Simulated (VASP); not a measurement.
The system is CoSi2.

```
Co Si
1.0
     0.00000    2.68250    2.68250
     2.68250    0.00000    2.68250
     2.68250    2.68250    0.00000
Co Si
1 2
Direct
  0.00000 0.00000 0.00000
  0.25000 0.25000 0.25000
  0.75000 0.75000 0.75000
```

| Property | Result |
| --- | --- |
| Program | VASP 6.6.1 |
| Task | relaxation of cell and atoms |
| Functional | PBE |
| Dispersion | D3(BJ) |
| Potentials or basis | VASP PAW PBE potentials, release 64 (Co, Si) |
| Cutoff | 600 eV |
| k mesh | 14 × 14 × 14 |
| Occupations | gaussian, width 0.1 eV |
| Spin | no spin polarisation |

At the start: pressure -6.3 GPa; volume 12.87 Å³/atom.

**Question.** Where does the relaxation end?

**Answer.** Over 5 steps the energy falls by 9.1 meV/atom and the volume is 12.43 Å³/atom (-3.4 %); space group Fm-3m (No. 225, to 0.1 Å) before and after.

Step by step:
```csv
step,energy change (eV),largest force (eV/Å),pressure (GPa),volume (Å³)
1,0.0000,0.0000,-6.31,38.61
2,0.0080,0.0000,8.16,35.84
3,-0.0274,0.0000,-0.20,37.28
4,-0.0274,0.0000,0.08,37.24
5,-0.0274,0.0000,0.00,37.28
```

Final structure:
```yaml
crystal:
  lattice:
    - [0.00000, 2.65133, 2.65133]
    - [2.65133, 0.00000, 2.65133]
    - [2.65133, 2.65133, 0.00000]
  atoms:
    - { symbol: Co, position: [0.00000, 0.00000, 0.00000] }
    - { symbol: Si, position: [0.25000, 0.25000, 0.25000] }
    - { symbol: Si, position: [0.75000, 0.75000, 0.75000] }
```

Caveat: the run has no spin polarisation, though such a crystal can be magnetic.
